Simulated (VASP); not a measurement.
Input of a VASP 6.6.1 run:

Contents of INCAR:

```
PREC = Accurate ; ENCUT = 600
EDIFF = 1E-6 ; ISMEAR = 0
SIGMA = 0.05 ; LREAL = False
LASPH = True ; NELM = 100
ALGO = Normal ; ISIF = 3
LWAVE = False ; LCHARG = False
GGA = PS ; IBRION = 2
NSW = 80 ; EDIFFG = -0.02
PSTRESS = 300.0
```

Contents of KPOINTS:

```
regular mesh
0
Gamma
  4 4 7
```

Contents of POSCAR:

```
S
1.0
    5.6780540000      0.0000000000      0.0000000000
    0.0000000000      5.6780540000      0.0000000000
    0.0000000000      0.0000000000      2.9496160000
S
4
Direct
    0.8833910000      0.8833910000      0.5000000000
    0.1166090000      0.1166090000      0.5000000000
    0.3833910000      0.6166090000      0.0000000000
    0.6166090000      0.3833910000      0.0000000000
```

Potentials or basis: VASP PAW PBE potentials, release 64 (S).

Command:

```console
$ cat potpaw_PBE.64/S/POTCAR > POTCAR
$ mpirun -np 1 vasp_std > vasp.out
```

Task: Predict the relaxed volume.

Result: 13.39 Å³/atom.

Task: Predict the relaxed cell.

Result: a = 4.704 Å, b = 4.704 Å, c = 2.421 Å, α = 90.00°, β = 90.00°, γ = 90.00°.

Task: Predict the band gap on the k mesh.

Result: Zero (bands 12 and 13 overlap by 6.11 eV).

Step by step:
```
step  energy change (eV)  largest force (eV/Å)  pressure (GPa)  volume (Å³)
   1              0.0000                0.5355           -0.30        95.10
   2             12.5632               31.3144          163.04        45.66
   3              1.4704                7.5566           27.65        71.39
   4              1.5361                0.9858           35.59        53.49
   5              1.5898                0.9798           36.17        53.21
   6              0.9994                0.0452           23.70        56.13
   7              1.1810                0.3212           27.90        55.07
   8              1.2590                0.3070           28.74        54.51
   9              1.3284                0.2697           29.54        54.09
  10              1.3624                0.2480           29.92        53.90
  11              1.3973                0.0611           29.50        53.69
  12              1.3925                0.0293           29.55        53.72
  13              1.3916                0.0236           29.56        53.72
  14              1.4212                0.0081           30.17        53.56
```

Caveat: the cell is relaxed towards a set pressure, so the run minimises the enthalpy, not the energy; the volume moved by over 15 % at a fixed basis, so the end points are rough; this functional lacks dispersion, which holds the molecules together, so the pressure and a relaxed volume are unreliable; the PAW data sets were made with another functional, which shifts forces and pressure a little.
